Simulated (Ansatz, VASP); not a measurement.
One calculation of MgO, two programs

```xyz
2
Lattice="0.0000 2.0816 2.0816 2.0816 0.0000 2.0816 2.0816 2.0816 0.0000" Properties=species:S:1:pos:R:3 pbc="T T T"
Mg    0.0000    0.0000    0.0000
O     2.0816    2.0816    2.0816
```

Alike in both runs: task relaxation of cell and atoms; functional LDA; k mesh 10 × 10 × 10; occupations gaussian, width 0.02 eV; no spin polarisation.

|  | VASP | Ansatz |
| --- | --- | --- |
| version | VASP 6.6.1 | Ansatz 0.2.0 |
| potentials or method | VASP PAW LDA potentials, release 64 (Mg_sv, O), cutoff 840 eV | scalar-relativistic, plane waves, PAW |
| valence electrons in the cell | 16 | 16 |

VASP gave:

```
gap on the k mesh at the Fermi level, each at its own relaxed structure (eV)  : 5.01
relaxed volume (Å³/atom)                                                      : 9.03
relaxed length of the cell vector where the two differ most in proportion (Å) : 2.945
```

Problem. What did Ansatz give for the same quantities?

Solution. gap on the k mesh at the Fermi level, each at its own relaxed structure (eV): 5.03; relaxed volume (Å³/atom): 9.00; relaxed length of the cell vector where the two differ most in proportion (Å): 2.942.

Ansatz warns that its potentials were made for another functional, while VASP's fit it. LDA's correlation is that of Perdew and Zunger in VASP and of Perdew and Wang (1992) in Ansatz.
